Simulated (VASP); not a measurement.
Here is a VASP 6.6.1 calculation.

The input INCAR:

```
SYSTEM = ZnS
PREC = Accurate
ENCUT = 520
EDIFF = 1E-7
ISMEAR = 0
SIGMA = 0.02
LREAL = .FALSE.
LASPH = .TRUE.
NELM = 80
ALGO = Normal
ISIF = 2
LWAVE = .FALSE.
LCHARG = .FALSE.
GGA = PS
NBANDS = 16
```

File KPOINTS:

```
regular mesh
0
G
  10 10 10
  0 0 0
```

Contents of POSCAR:

```
ZnS
1.0
    0.0000000000      2.6780454202      2.6780454202
    2.6780454202      0.0000000000      2.6780454202
    2.6780454202      2.6780454202      0.0000000000
Zn S
1 1
Direct
    0.0000000000      0.0000000000      0.0000000000
    0.2500000000      0.2500000000      0.2500000000
```

Potentials or basis: VASP PAW PBE potentials, release 64 (Zn, S).

Command:

```sh
$ cat potpaw_PBE.64/Zn/POTCAR potpaw_PBE.64/S/POTCAR > POTCAR
$ mpirun -np 1 vasp_std > vasp.out
```

(1) Predict the pressure.

(2) Estimate the band gap on the k mesh.

## Answers

(1) 0.2 GPa.

(2) 2.09 eV, direct.

Caveat: the PAW data sets were made with another functional, which shifts forces and pressure a little.
